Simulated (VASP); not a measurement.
NaF: single point with r2SCAN

NaF:

```
Na F
1.0
     0.00000    2.25035    2.25035
     2.25035    0.00000    2.25035
     2.25035    2.25035    0.00000
Na F
1 1
Direct
  0.00000 0.00000 0.00000
  0.50000 0.50000 0.50000
```

```yaml
Program: VASP 6.6.1
Task: single point
Functional: r2SCAN
Potentials_or_basis: VASP PAW PBE potentials, release 64 (Na_sv, F)
Cutoff: 1250 eV
k_mesh: 8 × 8 × 8
Occupations: gaussian, width 0.01 eV
Spin: no spin polarisation
```

| Item | Value |
| --- | --- |
| Pressure | 3.9 GPa |
| Band gap on the k mesh | 7.65 eV |

Levels at points of the mesh, in eV from the valence-band top:
| k point | band 6 | band 7 | band 8 | band 9 | band 10 | band 11 |
| --- | --- | --- | --- | --- | --- | --- |
| (0.00, 0.00, 0.00) | 0.00 | 0.00 | 0.00 | 7.65 | 20.74 | 20.74 |
| (0.50, 0.00, 0.00) | -1.75 | -0.30 | -0.30 | 12.19 | 14.24 | 22.37 |
| (0.50, 0.50, 0.00) | -1.41 | -0.45 | -0.45 | 14.42 | 14.84 | 15.75 |

It took 55 s on 1 thread of Intel(R) Xeon(R) 6975P-C (Granite Rapids), with other jobs on the host, peak memory 0.25 GiB.

Caveat: the cell stands under pressure; the PAW data sets were made with another functional, which shifts forces and pressure a little. r2SCAN opens gaps a little over a GGA but as a rule still falls short of measured ones.
